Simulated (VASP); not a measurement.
The system is Nb.

```
Nb
1.0
    -1.65020    1.65020    1.65020
     1.65020   -1.65020    1.65020
     1.65020    1.65020   -1.65020
Nb
1
Direct
  0.00000 0.00000 0.00000
```

- Program: VASP 6.6.1
- Task: relaxation of cell and atoms
- Functional: BLYP
- Potentials or basis: VASP PAW PBE potentials, release 64 (Nb_sv)
- Cutoff: 600 eV
- k mesh: 13 × 13 × 13
- Occupations: fermi-dirac, width 0.05 eV
- Spin: collinear spin
- Starting moments: [1.0] μB

At the start: pressure 7.5 GPa; volume 17.98 Å³/atom.

Problem. Where does the relaxation end?

Solution. Over 4 steps the energy falls by 18.3 meV/atom and the volume is 18.78 Å³/atom (+4.5 %); space group Im-3m (No. 229, to 0.1 Å) before and after; moment 0.00 μB per cell.

The path:
```
step  energy change (eV)  largest force (eV/Å)  pressure (GPa)  volume (Å³)
   1              0.0000                0.0000            7.53        17.98
   2              0.0323                0.0000          -10.24        20.26
   3             -0.0182                0.0000           -0.16        18.80
   4             -0.0183                0.0000           -0.01        18.78
```

Final structure:
```
Nb
1.0
    -1.67452    1.67452    1.67452
     1.67452   -1.67452    1.67452
     1.67452    1.67452   -1.67452
Nb
1
Direct
  0.00000 0.00000 0.00000
```

Caveat: the PAW data sets were made with another functional, which shifts forces and pressure a little.
